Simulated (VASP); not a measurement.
Ru, 2 atoms in the cell. The structure is orthorhombic, space group Cmcm (No. 63). The conventional cell has a = 2.706 Å, b = 4.687 Å, c = 4.282 Å, α = 90.00°, β = 90.00°, γ = 90.00°. Within 3.4 Å of Ru (site symmetry m2m) lie 12 Ru at 2.61 to 2.74 Å.  This cell differs from its parent crystal: atom 1 (Ru) moved by (-0.150, +0.000) A along y and z.

```yaml
Program: VASP 6.6.1
Task: single point
Functional: PBE
Potentials_or_basis: VASP PAW PBE potentials, release 64 (Ru_pv)
Cutoff: 520 eV
k_mesh: 24 × 24 × 12
Occupations: gaussian, width 0.15 eV
Spin: no spin polarisation
Dipole_correction: no
Further_INCAR_settings: ALGO = Fast; EDIFF = 1e-06; NBANDS = 21
```

Potentials or basis: VASP PAW PBE potentials, release 64 (Ru_pv).

Run with:

```bash
$ cat potpaw_PBE.64/Ru_pv/POTCAR > POTCAR
$ mpirun -np 1 vasp_std > vasp.out
```

Hardware: 1 thread of Intel(R) Xeon(R) 6975P-C (Granite Rapids), with other jobs on the host.

**Question.** How long does it take, and how much memory?

**Answer.** Wall time 3.5 min on 1 thread of Intel(R) Xeon(R) 6975P-C (Granite Rapids), with other jobs on the host, peak memory 0.54 GiB. Counts: scf iterations 13, k points 1099.
